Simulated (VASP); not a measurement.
Write the native input for VASP 6.6.1 that does the following.

```yaml
Task: single point
Functional: PBE
Potentials_or_basis: VASP PAW PBE potentials, release 64 (Rb_sv, Ag)
Cutoff: 520 eV
k_mesh: 4 × 4 × 2
Occupations: gaussian, width 0.2 eV
Spin: no spin polarisation
Dipole_correction: no
Further_INCAR_settings: ALGO = Fast; EDIFF = 1e-06; NBANDS = 48
```

The structure of Rb3Ag lies in POSCAR:

```
Rb3Ag
1.0
    2.4196223904     -4.4134403100     -0.0138140997
   -7.5260028411     -4.5596311376      0.0032146472
    0.0219991334     -0.0277900643    -12.7746589133
Rb Ag
6 2
Direct
    0.9893495835      0.6648599834      0.1719176349
    0.5132646841      0.1654746339      0.1719331320
    0.9926376747      0.6661500111      0.8279605998
    0.5177953363      0.1685653480      0.8284458300
    0.4701201822      0.8379591801      0.5013103677
    0.9808101110      0.3366738567      0.4986205053
    0.5032688832      0.4984781113      0.0004946122
    1.0327535451      0.9951722089     -0.0006826819
```

One way to write it, as run:

INCAR

```
PREC = Accurate
ENCUT = 520
EDIFF = 1E-6
ISMEAR = 0
SIGMA = 0.2
LREAL = False
LASPH = True
NELM = 100
ALGO = Fast
ISIF = 2
LWAVE = False
LCHARG = True
GGA = PE
LELF = True
LVHAR = True
NBANDS = 48
```

KPOINTS

```
Automatic mesh
0
Gamma
  4 4 2
```

Potentials or basis: VASP PAW PBE potentials, release 64 (Rb_sv, Ag).

Launch:

```console
$ cat potpaw_PBE.64/Rb_sv/POTCAR potpaw_PBE.64/Ag/POTCAR > POTCAR
$ mpirun -np 1 vasp_std > vasp.out
```

It gave:

| Quantity | Value |
| --- | --- |
| Pressure | 0.0 GPa |
| Largest force | 0.013 eV/Å |
| Band gap on the k mesh | zero (bands 38 and 39 overlap by 0.62 eV) |

Wall time 13 min on 1 thread of Intel(R) Xeon(R) Platinum 8488C (Sapphire Rapids), with other jobs on the host, peak memory 0.8 GiB.
